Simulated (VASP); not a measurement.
Fe, 2 atoms in the cell. Symmetry: P6_3/mmc, No. 194, hexagonal system. Conventional cell: a = 2.434 Å, b = 2.434 Å, c = 3.804 Å, α = 90.00°, β = 90.00°, γ = 120.00°. Within 3.1 Å of Fe (site symmetry -6m2) lie 12 Fe at 2.36 to 2.43 Å. This isn't the form of Fe at room conditions, which is bcc. This cell differs from its parent crystal: zz strain of -1 %.

- Program: VASP 6.6.1
- Task: electric field gradients
- Functional: PBE
- Potentials or basis: VASP PAW PBE potentials, release 64 (Fe_sv)
- Cutoff: 510 eV
- k mesh: 17 × 17 × 10
- Occupations: fermi-dirac, width 0.08 eV
- Spin: no spin polarisation
- Dipole correction: no
- Further INCAR settings: ALGO = Normal; EDIFF = 1e-08; NBANDS = 23

Potentials or basis: VASP PAW PBE potentials, release 64 (Fe_sv).

Command:

```console
$ cat potpaw_PBE.64/Fe_sv/POTCAR > POTCAR
$ mpirun -np 1 vasp_std > vasp.out
```

Hardware: 1 thread of Intel(R) Xeon(R) 6975P-C (Granite Rapids), on a shared host.

Problem. How long does it take, and how much memory?

Solution. Run time: 46 s on 1 thread of Intel(R) Xeon(R) 6975P-C (Granite Rapids), on a shared host, peak memory 0.18 GiB. Counts: scf iterations 14, k points 198.
